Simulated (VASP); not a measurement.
# CsPbI2Br (Cmmm) in VASP: single point with r2SCAN

Aim: the single point of CsPbI2Br with r2SCAN.

All numbers are computed with VASP 6.6.1; they aren't measurements. Logs are shortened: lines on timing, memory, paths and dates and some standing lists are left out, and cuts for length are marked.

### 1 The cell of the first run

Symmetry: Cmmm, No. 65, orthorhombic system. The conventional cell has a = 8.832 Å, b = 9.171 Å, c = 5.924 Å, α = 90.00°, β = 90.00°, γ = 90.00°. Within 6.0 Å of Cs (site symmetry mmm) lie 8 I at 4.35 Å and 4 Br at 4.42 to 4.59 Å and 8 Pb at 5.32 to 5.46 Å and 2 Cs at 5.92 Å. Within 3.9 Å of Pb (site symmetry mmm) lie 2 Br at 2.96 Å and 4 I at 3.18 Å. Within 4.6 Å of I (site symmetry 2/m) lie 2 Pb at 3.18 Å and 4 Cs at 4.35 Å and 4 Br at 4.35 Å and 4 I at 4.42 to 4.59 Å. Within 3.9 Å of Br (site symmetry mmm) lie 2 Pb at 2.96 Å.

### 2 Single point, r2SCAN (shear xy strain -3.8%)

The input, POSCAR:

```
CsPbI2Br
1.0
    6.3651183497     -0.1199824809      0.0000000000
   -0.1199824809      6.3651183497      0.0000000000
    0.0000000000      0.0000000000      5.9242421599
Cs Pb I Br
1 1 2 1
Direct
    0.5000000000      0.5000000000      0.5000000000
    0.0000000000      0.0000000000      0.0000000000
    0.0000000000      0.5000000000      0.0000000000
    0.5000000000      0.0000000000      0.0000000000
    0.0000000000      0.0000000000      0.5000000000
```

The input, INCAR.step1:

```
SYSTEM = CsPbI2Br
PREC = Accurate
ENCUT = 520
ISMEAR = 0
SIGMA = 0.01
LREAL = .FALSE.
LASPH = .TRUE.
NELM = 60
NBANDS = 30
GGA = PE
ALGO = Normal
EDIFF = 1E-4
LWAVE = .TRUE.
LCHARG = .FALSE.
```

The input, INCAR.step2:

```
SYSTEM = CsPbI2Br
PREC = Accurate
ENCUT = 520
EDIFF = 1E-7
ISMEAR = 0
SIGMA = 0.01
LREAL = .FALSE.
LASPH = .TRUE.
NELM = 60
ALGO = Normal
ISIF = 2
LWAVE = .FALSE.
LCHARG = .TRUE.
METAGGA = R2SCAN
LMIXTAU = .TRUE.
LELF = .TRUE.
LVHAR = .TRUE.
NBANDS = 30
ISTART = 1
```

The input, KPOINTS:

```
Automatic mesh
0
G
  4 4 4
  0 0 0
```

Potentials or basis: VASP PAW PBE potentials, release 64 (Cs_sv, Pb_d, I, Br).

Command:

```
$ cat potpaw_PBE.64/Cs_sv/POTCAR potpaw_PBE.64/Pb_d/POTCAR potpaw_PBE.64/I/POTCAR potpaw_PBE.64/Br/POTCAR > POTCAR
$ cp INCAR.step1 INCAR
$ mpirun -np 1 vasp_std > vasp.out
$ cp INCAR.step2 INCAR
$ mpirun -np 1 vasp_std > vasp.out
```

OUTCAR:

```text
SYSTEM = CsPbI2Br
   PREC = Accurate
   ENCUT = 520
   EDIFF = 1E-7
   ISMEAR = 0
   LREAL = .FALSE.
   LASPH = .TRUE.
   NELM = 60
   ISIF = 2
   METAGGA = R2SCAN
   ISTART = 1

 ion  position               nearest neighbor table
   1  0.500  0.500  0.500-
   2  0.000  0.000  0.000-   5 2.96   5 2.96   3 3.18   4 3.18   3 3.18   4 3.18
   3  0.000  0.500  0.000-   2 3.18   2 3.18
   4  0.500  0.000  0.000-   2 3.18   2 3.18
   5  0.000  0.000  0.500-   2 2.96   2 2.96

  LATTYP: Found a base centered orthorhombic cell.
 ALAT       =     8.8319558445
 B/A-ratio  =     1.0384242980
 C/A-ratio  =     0.6707735256

  Lattice vectors:

 A1 = (   6.3651183497,  -0.1199824809,   0.0000000000)
 A2 = (  -0.1199824809,   6.3651183497,   0.0000000000)
 A3 = (   0.0000000000,   0.0000000000,   5.9242421599)

Analysis of symmetry for initial positions (statically):
=====================================================================
 Subroutine PRICEL returns:
 Original cell was already a primitive cell.

 Routine SETGRP: Setting up the symmetry group for a
 base centered orthorhombic supercell.

 Subroutine GETGRP returns: Found  8 space group operations
 (whereof  8 operations were pure point group operations)
 out of a pool of  8 trial point group operations.

The static configuration has the point symmetry D_2h.

Analysis of symmetry for dynamics (positions and initial velocities):
=====================================================================
 Subroutine PRICEL returns:
 Original cell was already a primitive cell.

 Routine SETGRP: Setting up the symmetry group for a
 base centered orthorhombic supercell.

 Subroutine GETGRP returns: Found  8 space group operations
 (whereof  8 operations were pure point group operations)
 out of a pool of  8 trial point group operations.

The dynamic configuration has the point symmetry D_2h.

 Subroutine INISYM returns: Found  8 space group operations
 (whereof  8 operations are pure point group operations),
 and found     1 'primitive' translations

----------------------------------------------------------------------------------------

                                     Primitive cell

  volume of cell :     239.9338

  direct lattice vectors                    reciprocal lattice vectors
     6.365118350 -0.119982481  0.000000000     0.157162113  0.002962506  0.000000000
    -0.119982481  6.365118350  0.000000000     0.002962506  0.157162113  0.000000000
     0.000000000  0.000000000  5.924242160     0.000000000  0.000000000  0.168797961

  length of vectors
     6.366249084  6.366249084  5.924242160     0.157190032  0.157190032  0.168797961

  position of ions in fractional coordinates (direct lattice)
     0.500000000  0.500000000  0.500000000
     0.000000000  0.000000000  0.000000000
     1.000000000  0.500000000  0.000000000
     0.500000000  1.000000000  0.000000000
     0.000000000  0.000000000  0.500000000

  ion indices of the primitive-cell ions
   primitive index   ion index
                 1           1
                 2           2
                 3           3
                 4           4
                 5           5

----------------------------------------------------------------------------------------

 KPOINTS: Automatic mesh

Automatic generation of k-mesh.
 Grid dimensions read from file:
 generate k-points for:    4    4    4

 Generating k-lattice:

  Cartesian coordinates                     Fractional coordinates (reciprocal lattice)
     0.039290528  0.000740626  0.000000000     0.250000000 -0.000000000  0.000000000
     0.000740626  0.039290528  0.000000000    -0.000000000  0.250000000  0.000000000
     0.000000000  0.000000000  0.042199490     0.000000000  0.000000000  0.250000000

  Length of vectors
     0.039297508  0.039297508  0.042199490

  Shift w.r.t. Gamma in fractional coordinates (k-lattice)
     0.000000000  0.000000000  0.000000000

 Subroutine IBZKPT returns following result:
 ===========================================

 Found     21 irreducible k-points:

 Following reciprocal coordinates:
            Coordinates               Weight
  0.000000  0.000000  0.000000      1.000000
  0.250000 -0.000000  0.000000      4.000000
  0.500000 -0.000000  0.000000      2.000000
  0.250000  0.250000  0.000000      2.000000
  0.500000  0.250000  0.000000      4.000000
 -0.250000  0.250000  0.000000      2.000000
[... 13 lines left out ...]
 -0.250000  0.250000  0.500000      2.000000
  0.500000  0.500000  0.500000      1.000000
   k-points           NKPTS =     21   k-points in BZ     NKDIM =     21   number of bands    NBANDS=     30
   number of dos      NEDOS =    301   number of ions     NIONS =      5
   total plane-waves  NPLWV = 110592
   dimension x,y,z NGX =    48 NGY =   48 NGZ =   48
   dimension x,y,z NGXF=    96 NGYF=   96 NGZF=   96
   ions per type =               1   1   2   1
   NGX,Y,Z   is equivalent  to a cutoff of  12.53, 12.53, 13.47 a.u.
   NGXF,Y,Z  is equivalent  to a cutoff of  25.07, 25.07, 26.94 a.u.
 SYSTEM =  CsPbI2Br
   PREC   = accura    normal or accurate (medium, high low for compatibility)
   ISTART =      1    job   : 0-new  1-cont  2-samecut
   ICHARG =      0    charge: 1-file 2-atom 10-const
   ISPIN  =      1    spin polarized calculation?
   LNONCOLLINEAR =      F non collinear calculations
   LSORBIT =      F    spin-orbit coupling
   LASPH  =      T    aspherical Exc in radial PAW
   ENCUT  =  520.0 eV  38.22 Ry    6.18 a.u.  11.84 11.84 11.02*2*pi/ulx,y,z
   NELM   =     60;   NELMIN=  2; NELMDL=  0     # of ELM steps
   EDIFF  = 0.1E-06   stopping-criterion for ELM
   LREAL  =      F    real-space projection
   EDIFFG = 0.1E-05   stopping-criterion for IOM
   NSW    =      0    number of steps for IOM
   IBRION =     -1    ionic relax: 0-MD 1-quasi-New 2-CG
   NFREE  =      0    steps in history (QN), initial steepest desc. (CG)
   ISIF   =      2    stress and relaxation
   ISYM   =      2    0-nonsym 1-usesym 2-fastsym
   POTIM  = 0.5000    time-step for ionic-motion
   TEBEG  =    0.0;   TEEND  =   0.0 temperature during run
   PSTRESS=    0.0 pullay stress
   NELECT =      44.0000    total number of electrons
   NUPDOWN=      -1.0000    fix difference up-down
   EMIN   =  10.00;   EMAX   =-10.00  energy-range for DOS
   EFERMI =   0.00;   METHOD = LEGACY
   ISMEAR =     0;   SIGMA  =   0.01  broadening in eV -4-tet -1-fermi 0-gaus
   EFERMI_NEDOS =   21; number of points for ismear=-14 and -15
   IALGO  =     38    algorithm
   IMIX   =      4    mixing-type and parameters
     AMIX     =   0.40;   BMIX     =  1.00
     AMIX_MAG =   1.60;   BMIX_MAG =  1.00
  volume/ion in A,a.u.               =      47.99       323.83
  Fermi-wavevector in a.u.,A,eV,Ry     =   0.930098  1.757630 11.770152  0.865082
  Thomas-Fermi vector in A             =   2.056450
   LORBIT       =      0    0 simple, 1 ext, 2 COOP (PROOUT), +10 PAW based schemes
   METAGGA = R2SCAN    functional components
   LHFCALC =     F    Hartree Fock is set to
   AEXX    =    0.0000 exact exchange contribution
   IVDW    =     0    specifies the selected vdW correction
   LEPSILON=     F    determine dielectric tensor
   LRPA    =     F    only Hartree local field effects (RPA)
 non-spin polarized calculation
 Gauss-broadening in eV      SIGMA  =   0.01
  energy-cutoff  :      520.00
  volume of cell :      239.93
 maximum number of plane-waves:      6488
   NGX = 23   NGY = 23   NGZ = 23

 number of electron      43.9999998 magnetization

 Free energy of the ion-electron system (eV)
  ---------------------------------------------------
  ext. energy  EPLUGINS =         0.00000000
  ---------------------------------------------------
  free energy    TOTEN  =      -149.98159050 eV

  energy without entropy =     -149.98159050  energy(sigma->0) =     -149.98159050

 E-fermi :   1.2287     XC(G=0):  -7.7215

 val. band max:        1.1219825242   @ k =   0.5000   0.5000   0.5000
 cond. band min:       2.8303252028   @ k =   0.5000   0.5000   0.5000
 fundamental gap:      1.7083426786
 Fermi energy:         1.2286574725

 k-point     1 :       0.0000    0.0000    0.0000
  band No.  band energies     occupation
      1     -20.9073      2.00000
      2     -16.2320      2.00000
      3     -16.2006      2.00000
      4     -16.1403      2.00000
      5     -16.1268      2.00000
      6     -16.1202      2.00000
[... 22 lines left out ...]
     29       7.0035      0.00000
     30       7.1901      0.00000

 k-point     2 :       0.2500   -0.0000    0.0000
  band No.  band energies     occupation
      1     -20.9072      2.00000
      2     -16.2309      2.00000
      3     -16.1959      2.00000
      4     -16.1406      2.00000
      5     -16.1269      2.00000
      6     -16.1203      2.00000
[... 22 lines left out ...]
     29       6.6698      0.00000
     30       7.1262      0.00000

 k-point     3 :       0.5000   -0.0000    0.0000
  band No.  band energies     occupation
      1     -20.9070      2.00000
      2     -16.2300      2.00000
      3     -16.1909      2.00000
      4     -16.1408      2.00000
      5     -16.1271      2.00000
      6     -16.1204      2.00000
[... 22 lines left out ...]
     29       6.8639      0.00000
     30       7.5888      0.00000

 k-point     4 :       0.2500    0.2500    0.0000
  band No.  band energies     occupation
      1     -20.9071      2.00000
      2     -16.2294      2.00000
      3     -16.1915      2.00000
      4     -16.1408      2.00000
      5     -16.1271      2.00000
      6     -16.1204      2.00000
[... 22 lines left out ...]
     29       7.1145      0.00000
     30       7.2486      0.00000

 k-point     5 :       0.5000    0.2500    0.0000
  band No.  band energies     occupation
      1     -20.9069      2.00000
      2     -16.2283      2.00000
      3     -16.1867      2.00000
      4     -16.1411      2.00000
      5     -16.1272      2.00000
      6     -16.1206      2.00000
[... 22 lines left out ...]
     29       7.1894      0.00000
     30       7.4604      0.00000
[... 427 lines left out ...]
     29       7.3571      0.00000
     30       7.3998      0.00000

 k-point    19 :       0.5000    0.2500    0.5000
  band No.  band energies     occupation
      1     -20.9062      2.00000
      2     -16.1872      2.00000
      3     -16.1692      2.00000
      4     -16.1409      2.00000
      5     -16.1281      2.00000
      6     -16.1214      2.00000
[... 22 lines left out ...]
     29       6.9070      0.00000
     30       7.4709      0.00000

 k-point    20 :      -0.2500    0.2500    0.5000
  band No.  band energies     occupation
      1     -20.9063      2.00000
      2     -16.1914      2.00000
      3     -16.1712      2.00000
      4     -16.1407      2.00000
      5     -16.1279      2.00000
      6     -16.1213      2.00000
[... 22 lines left out ...]
     29       7.3191      0.00000
     30       7.3473      0.00000

 k-point    21 :       0.5000    0.5000    0.5000
  band No.  band energies     occupation
      1     -20.9061      2.00000
      2     -16.1821      2.00000
      3     -16.1680      2.00000
      4     -16.1411      2.00000
      5     -16.1282      2.00000
      6     -16.1216      2.00000
[... 22 lines left out ...]
     29       6.6814      0.00000
     30       7.5949      0.00000

------------------------ aborting loop because EDIFF is reached ----------------------------------------

  FORCE on cell =-STRESS in cart. coord.  units (eV):
  Direction    XX          YY          ZZ          XY          YZ          ZX
  --------------------------------------------------------------------------------------
  -------------------------------------------------------------------------------------
  Total        0.0064231      0.0064231      0.0422351      0.2197286      0.0000000      0.0000000
  in kB        0.0428905      0.0428905      0.2820282      1.4672553      0.0000000      0.0000000
  external PRESSURE =       0.1226031 kB  Pullay stress =       0.0000000 kB

 VOLUME and BASIS-vectors are now :
 -----------------------------------------------------------------------------
  energy-cutoff  :      520.00
  volume of cell :      239.93
      direct lattice vectors                 reciprocal lattice vectors
     6.365118350 -0.119982481  0.000000000     0.157162113  0.002962506  0.000000000
    -0.119982481  6.365118350  0.000000000     0.002962506  0.157162113  0.000000000
     0.000000000  0.000000000  5.924242160     0.000000000  0.000000000  0.168797961

 POSITION                                       TOTAL-FORCE (eV/Angst)
 -----------------------------------------------------------------------------------
      3.12257      3.12257      2.96212         0.000000      0.000000      0.000000
      0.00000      0.00000      0.00000        -0.000000      0.000000      0.000000
     -0.05999      3.18256      0.00000        -0.000000      0.000000      0.000000
      3.18256     -0.05999      0.00000         0.000000      0.000000      0.000000
      0.00000      0.00000      2.96212        -0.000000      0.000000      0.000000
 -----------------------------------------------------------------------------------
    total drift:                                0.000000     -0.000000      0.000000

  FREE ENERGIE OF THE ION-ELECTRON SYSTEM (eV)
  ---------------------------------------------------
  free  energy   TOTEN  =      -149.9815904987 eV

  energy  without entropy=     -149.9815904987  energy(sigma->0) =     -149.98159050
```

It took 5.2 min on 1 thread of Intel Xeon Platinum 8559C (Emerald Rapids), shared host; peak memory 0.47 GiB.

Results:

* Free energy: -149.9816 eV
* Pressure: 0.0 GPa
* Band gap on the k mesh: 1.71 eV

Caveat: the cell differs from its parent crystal (shear xy strain -3.8%); the PAW data sets were made with another functional, which shifts forces and pressure a little; spin-orbit coupling is left out, which moves the levels of the heavy elements. A k mesh can miss the band edges.
